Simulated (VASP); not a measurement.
# HfC (rocksalt type) (Fm-3m) in VASP: further runs

HfC (rocksalt type) is run at these levels: PBE; tasks: single point.

All numbers are computed with VASP 6.6.1; they aren't measurements. Logs are shortened: lines on timing, memory, paths and dates and some standing lists are left out, and cuts for length are marked.

### Step 1. The cell of the first run

Symmetry: Fm-3m, No. 225, cubic system. The conventional cell has a = 4.538 Å, b = 4.538 Å, c = 4.538 Å, α = 90.00°, β = 90.00°, γ = 90.00°. Hf (site symmetry m-3m) has 6 C at 2.27 Å within 3.0 Å. C (site symmetry m-3m) has 6 Hf at 2.27 Å within 3.0 Å.

### Step 2. Single point, PBE

The input, INCAR:

```
SYSTEM = HfC
ALGO = Normal ; EDIFF = 1E-7
ENCUT = 520 ; GGA = PE
ISIF = 2 ; ISMEAR = -1
LASPH = .True. ; LCHARG = .True.
LELF = .True. ; LREAL = .False.
LVHAR = .True. ; LWAVE = .False.
NBANDS = 14 ; NELM = 60
PREC = Accurate ; SIGMA = 0.05
```

The input, KPOINTS:

```
k-points
0
Gamma
  16 16 16
  0 0 0
```

The input, POSCAR:

```
HfC
1.0
    0.0000000000      2.2690556800      2.2690556800
    2.2690556800      0.0000000000      2.2690556800
    2.2690556800      2.2690556800      0.0000000000
Hf C
1 1
Direct
    0.0000000000      0.0000000000      0.0000000000
    0.5000000000      0.5000000000      0.5000000000
```

Potentials or basis: VASP PAW PBE potentials, release 64 (Hf_pv, C).

Started as:

```sh
$ cat potpaw_PBE.64/Hf_pv/POTCAR potpaw_PBE.64/C/POTCAR > POTCAR
$ mpirun -np 1 vasp_std > vasp.out
```

OUTCAR:

```text
SYSTEM = HfC
   EDIFF = 1E-7
   ENCUT = 520
   GGA = PE
   ISIF = 2
   ISMEAR = -1
   LASPH = .True.
   LREAL = .False.
   NELM = 60
   PREC = Accurate

 ion  position               nearest neighbor table
   1  0.000  0.000  0.000-   2 2.27   2 2.27   2 2.27   2 2.27   2 2.27   2 2.27
   2  0.500  0.500  0.500-   1 2.27   1 2.27   1 2.27   1 2.27   1 2.27   1 2.27

  LATTYP: Found a face centered cubic cell.
 ALAT       =     4.5381113600

  Lattice vectors:

 A1 = (   0.0000000000,   2.2690556800,   2.2690556800)
 A2 = (   2.2690556800,   0.0000000000,   2.2690556800)
 A3 = (   2.2690556800,   2.2690556800,   0.0000000000)

Analysis of symmetry for initial positions (statically):
=====================================================================
 Subroutine PRICEL returns:
 Original cell was already a primitive cell.

 Routine SETGRP: Setting up the symmetry group for a
 face centered cubic supercell.

 Subroutine GETGRP returns: Found 48 space group operations
 (whereof 48 operations were pure point group operations)
 out of a pool of 48 trial point group operations.

The static configuration has the point symmetry O_h .

Analysis of symmetry for dynamics (positions and initial velocities):
=====================================================================
 Subroutine PRICEL returns:
 Original cell was already a primitive cell.

 Routine SETGRP: Setting up the symmetry group for a
 face centered cubic supercell.

 Subroutine GETGRP returns: Found 48 space group operations
 (whereof 48 operations were pure point group operations)
 out of a pool of 48 trial point group operations.

The dynamic configuration has the point symmetry O_h .

 Subroutine INISYM returns: Found 48 space group operations
 (whereof 48 operations are pure point group operations),
 and found     1 'primitive' translations

----------------------------------------------------------------------------------------

                                     Primitive cell

  volume of cell :      23.3650

  direct lattice vectors                    reciprocal lattice vectors
     0.000000000  2.269055680  2.269055680    -0.220355985  0.220355985  0.220355985
     2.269055680  0.000000000  2.269055680     0.220355985 -0.220355985  0.220355985
     2.269055680  2.269055680  0.000000000     0.220355985  0.220355985 -0.220355985

  length of vectors
     3.208929316  3.208929316  3.208929316     0.381667762  0.381667762  0.381667762

  position of ions in fractional coordinates (direct lattice)
     0.000000000  0.000000000  0.000000000
     0.500000000  0.500000000  0.500000000

  ion indices of the primitive-cell ions
   primitive index   ion index
                 1           1
                 2           2

----------------------------------------------------------------------------------------

 KPOINTS: k-points

Automatic generation of k-mesh.
 Grid dimensions read from file:
 generate k-points for:   16   16   16

 Generating k-lattice:

  Cartesian coordinates                     Fractional coordinates (reciprocal lattice)
    -0.013772249  0.013772249  0.013772249     0.062500000  0.000000000  0.000000000
     0.013772249 -0.013772249  0.013772249     0.000000000  0.062500000  0.000000000
     0.013772249  0.013772249 -0.013772249     0.000000000  0.000000000  0.062500000

  Length of vectors
     0.023854235  0.023854235  0.023854235

  Shift w.r.t. Gamma in fractional coordinates (k-lattice)
     0.000000000  0.000000000  0.000000000

 Subroutine IBZKPT returns following result:
 ===========================================

 Found    145 irreducible k-points:

 Following reciprocal coordinates:
            Coordinates               Weight
  0.000000  0.000000  0.000000      1.000000
  0.062500  0.000000  0.000000      8.000000
  0.125000  0.000000  0.000000      8.000000
  0.187500  0.000000  0.000000      8.000000
  0.250000  0.000000  0.000000      8.000000
  0.312500  0.000000  0.000000      8.000000
[... 16 lines left out ...]
 -0.125000  0.062500  0.000000     24.000000
 -0.062500  0.062500  0.000000     12.000000
 [... further k-points ...]
   k-points           NKPTS =    145   k-points in BZ     NKDIM =    145   number of bands    NBANDS=     14
   number of dos      NEDOS =    301   number of ions     NIONS =      2
   total plane-waves  NPLWV =  13824
   dimension x,y,z NGX =    24 NGY =   24 NGZ =   24
   dimension x,y,z NGXF=    48 NGYF=   48 NGZF=   48
   ions per type =               1   1
   NGX,Y,Z   is equivalent  to a cutoff of  12.43, 12.43, 12.43 a.u.
   NGXF,Y,Z  is equivalent  to a cutoff of  24.87, 24.87, 24.87 a.u.
 SYSTEM =  HfC
   PREC   = accura    normal or accurate (medium, high low for compatibility)
   ISTART =      0    job   : 0-new  1-cont  2-samecut
   ICHARG =      2    charge: 1-file 2-atom 10-const
   ISPIN  =      1    spin polarized calculation?
   LNONCOLLINEAR =      F non collinear calculations
   LSORBIT =      F    spin-orbit coupling
   LASPH  =      T    aspherical Exc in radial PAW
   ENCUT  =  520.0 eV  38.22 Ry    6.18 a.u.   5.97  5.97  5.97*2*pi/ulx,y,z
   NELM   =     60;   NELMIN=  2; NELMDL= -5     # of ELM steps
   EDIFF  = 0.1E-06   stopping-criterion for ELM
   LREAL  =      F    real-space projection
   EDIFFG = 0.1E-05   stopping-criterion for IOM
   NSW    =      0    number of steps for IOM
   IBRION =     -1    ionic relax: 0-MD 1-quasi-New 2-CG
   NFREE  =      0    steps in history (QN), initial steepest desc. (CG)
   ISIF   =      2    stress and relaxation
   ISYM   =      2    0-nonsym 1-usesym 2-fastsym
   POTIM  = 0.5000    time-step for ionic-motion
   TEBEG  =    0.0;   TEEND  =   0.0 temperature during run
   PSTRESS=    0.0 pullay stress
   NELECT =      14.0000    total number of electrons
   NUPDOWN=      -1.0000    fix difference up-down
   EMIN   =  10.00;   EMAX   =-10.00  energy-range for DOS
   EFERMI =   0.00;   METHOD = LEGACY
   ISMEAR =    -1;   SIGMA  =   0.05  broadening in eV -4-tet -1-fermi 0-gaus
   EFERMI_NEDOS =   21; number of points for ismear=-14 and -15
   IALGO  =     38    algorithm
   IMIX   =      4    mixing-type and parameters
     AMIX     =   0.40;   BMIX     =  1.00
     AMIX_MAG =   1.60;   BMIX_MAG =  1.00
  volume/ion in A,a.u.               =      11.68        78.84
  Fermi-wavevector in a.u.,A,eV,Ry     =   1.380159  2.608122 25.916895  1.904838
  Thomas-Fermi vector in A             =   2.505062
   LORBIT       =      0    0 simple, 1 ext, 2 COOP (PROOUT), +10 PAW based schemes
   GGA     = PE    functional components
   LHFCALC =     F    Hartree Fock is set to
   AEXX    =    0.0000 exact exchange contribution
   IVDW    =     0    specifies the selected vdW correction
   LEPSILON=     F    determine dielectric tensor
   LRPA    =     F    only Hartree local field effects (RPA)
 non-spin polarized calculation
  energy-cutoff  :      520.00
  volume of cell :       23.36
 maximum number of plane-waves:       640
   NGX = 11   NGY = 11   NGZ = 11

 number of electron      13.9999999 magnetization

 Free energy of the ion-electron system (eV)
  ---------------------------------------------------
  ext. energy  EPLUGINS =         0.00000000
  ---------------------------------------------------
  free energy    TOTEN  =       -20.94608964 eV

  energy without entropy =      -20.94307354  energy(sigma->0) =      -20.94458159

 E-fermi :   6.5070     XC(G=0): -12.6508

 val. band max:        6.4949835829   @ k =   0.1250   0.0625   0.0000
 cond. band min:       6.5124703413   @ k =   0.3125   0.2500   0.0000
 fundamental gap:      0.0174867584
 Fermi energy:         6.5070189778

 k-point     1 :       0.0000    0.0000    0.0000
  band No.  band energies     occupation
      1     -22.6846      2.00000
      2     -22.6846      2.00000
      3     -22.6846      2.00000
      4      -6.1504      2.00000
      5       7.5679      0.00000
      6       7.5679      0.00000
      7       7.5679      0.00000
      8       7.9373      0.00000
      9       7.9373      0.00000
     10       7.9373      0.00000
     11      10.1494      0.00000
     12      10.1494      0.00000
     13      14.2469      0.00000
     14      17.7434      0.00000

 k-point     2 :       0.0625    0.0000    0.0000
  band No.  band energies     occupation
      1     -22.7215      2.00000
      2     -22.6879      2.00000
      3     -22.6879      2.00000
      4      -6.0394      2.00000
      5       6.7727      0.00980
      6       7.0140      0.00008
      7       7.0140      0.00008
      8       8.1786      0.00000
      9       8.1786      0.00000
     10       8.4855      0.00000
     11      10.6853      0.00000
     12      10.6853      0.00000
     13      14.4655      0.00000
     14      18.0503      0.00000

 k-point     3 :       0.1250    0.0000    0.0000
  band No.  band energies     occupation
      1     -22.8250      2.00000
      2     -22.6974      2.00000
      3     -22.6974      2.00000
      4      -5.7167      2.00000
      5       5.6698      2.00000
      6       6.1548      1.99826
      7       6.1548      1.99826
      8       8.5450      0.00000
      9       8.5450      0.00000
     10       8.9507      0.00000
     11      11.8387      0.00000
     12      11.8387      0.00000
     13      15.0377      0.00000
     14      18.9067      0.00000
[... 324 lines left out ...]
 k-point    23 :      -0.1250    0.0625    0.0000
  band No.  band energies     occupation
      1     -22.8848      2.00000
      2     -22.7308      2.00000
      3     -22.6927      2.00000
      4      -5.4796      2.00000
      5       5.0782      2.00000
      6       5.5841      2.00000
      7       5.8689      1.99999
      8       8.4219      0.00000
      9       9.1245      0.00000
     10       9.4375      0.00000
     11      11.6292      0.00000
     12      13.0767      0.00000
     13      15.4864      0.00000
     14      19.5090      0.00000

 k-point    24 :      -0.0625    0.0625    0.0000
  band No.  band energies     occupation
      1     -22.7723      2.00000
      2     -22.7082      2.00000
      3     -22.6867      2.00000
      4      -5.8592      2.00000
      5       6.1072      1.99933
      6       6.3961      1.80364
      7       6.5206      0.86456
      8       8.1119      0.00000
      9       8.8179      0.00000
     10       8.8378      0.00000
     11      10.8052      0.00000
     12      11.7589      0.00000
     13      14.8245      0.00000
     14      18.5377      0.00000

 [... further k-points ...]
[... 5 lines left out ...]
  --------------------------------------------------------------------------------------
  -------------------------------------------------------------------------------------
  Total        2.8708068      2.8708068      2.8708068      0.0000000     -0.0000000      0.0000000
  in kB      196.8562016    196.8562016    196.8562016      0.0000000     -0.0000000      0.0000000
  external PRESSURE =     196.8562016 kB  Pullay stress =       0.0000000 kB

 VOLUME and BASIS-vectors are now :
 -----------------------------------------------------------------------------
  energy-cutoff  :      520.00
  volume of cell :       23.36
      direct lattice vectors                 reciprocal lattice vectors
     0.000000000  2.269055680  2.269055680    -0.220355985  0.220355985  0.220355985
     2.269055680  0.000000000  2.269055680     0.220355985 -0.220355985  0.220355985
     2.269055680  2.269055680  0.000000000     0.220355985  0.220355985 -0.220355985

 POSITION                                       TOTAL-FORCE (eV/Angst)
 -----------------------------------------------------------------------------------
      0.00000      0.00000      0.00000        -0.000000     -0.000000      0.000000
      2.26906      2.26906      2.26906         0.000000      0.000000     -0.000000
 -----------------------------------------------------------------------------------
    total drift:                                0.000000     -0.000000     -0.000000

  FREE ENERGIE OF THE ION-ELECTRON SYSTEM (eV)
  ---------------------------------------------------
  free  energy   TOTEN  =       -20.9460896388 eV

  energy  without entropy=      -20.9430735434  energy(sigma->0) =      -20.94458159
```

It took 50 s on 1 thread of Intel Xeon 8259CL, shared host; peak memory 0.18 GiB.

Results:

```
Free energy            : -20.9461 eV
Pressure               : 19.7 GPa
Band gap on the k mesh : zero (band 7 reaches 7.57 eV, above the bottom of band 8 at 6.10 eV)
```

Caveat: spin-orbit coupling is left out, which moves the levels of the heavy elements.

### Step 3. Single point, PBE

The input, INCAR:

```
SYSTEM = HfC
PREC = Accurate ; ENCUT = 520
EDIFF = 1E-6 ; ISMEAR = -1
SIGMA = 0.05 ; LREAL = .False.
LASPH = .True. ; NELM = 100
ALGO = Normal ; ISIF = 2
LWAVE = .False. ; LCHARG = .False.
GGA = PE ; NBANDS = 14
```

The input, KPOINTS:

```
regular mesh
0
Gamma
  16 16 16
  0 0 0
```

The input, POSCAR:

```
HfC
1.0
    0.0000000000      2.2691855639      2.2691855639
    2.2691855639      0.0000000000      2.2691855639
    2.2691855639      2.2691855639      0.0000000000
Hf C
1 1
Direct
    0.0000000000      0.0000000000      0.0000000000
    0.5000000000      0.5000000000      0.5000000000
```

Potentials or basis: VASP PAW PBE potentials, release 64 (Hf_pv, C).

Started as:

```sh
$ cat potpaw_PBE.64/Hf_pv/POTCAR potpaw_PBE.64/C/POTCAR > POTCAR
$ mpirun -np 1 vasp_std > vasp.out
```

Run time: 45 s. Hardware: 1 thread of Intel Xeon 8259CL, shared host; peak memory 0.18 GiB.

Results (log left out):

```
Free energy            : -20.9466 eV
Pressure               : 19.6 GPa
Band gap on the k mesh : zero (band 7 reaches 7.57 eV, above the bottom of band 8 at 6.10 eV)
```

Levels at points of the mesh, in eV from the Fermi level:
| k point | band 5 | band 6 | band 7 | band 8 | band 9 | band 10 |
| --- | --- | --- | --- | --- | --- | --- |
| (0.00, 0.00, 0.00) | 1.06 | 1.06 | 1.06 | 1.43 | 1.43 | 1.43 |
| (0.50, 0.00, 0.00) | -6.45 | -3.22 | -3.22 | 5.77 | 5.77 | 6.28 |
| (0.50, 0.50, 0.00) | -2.47 | -2.01 | 0.01 | 0.01 | 5.77 | 7.36 |

Caveat: spin-orbit coupling is left out, which moves the levels of the heavy elements.
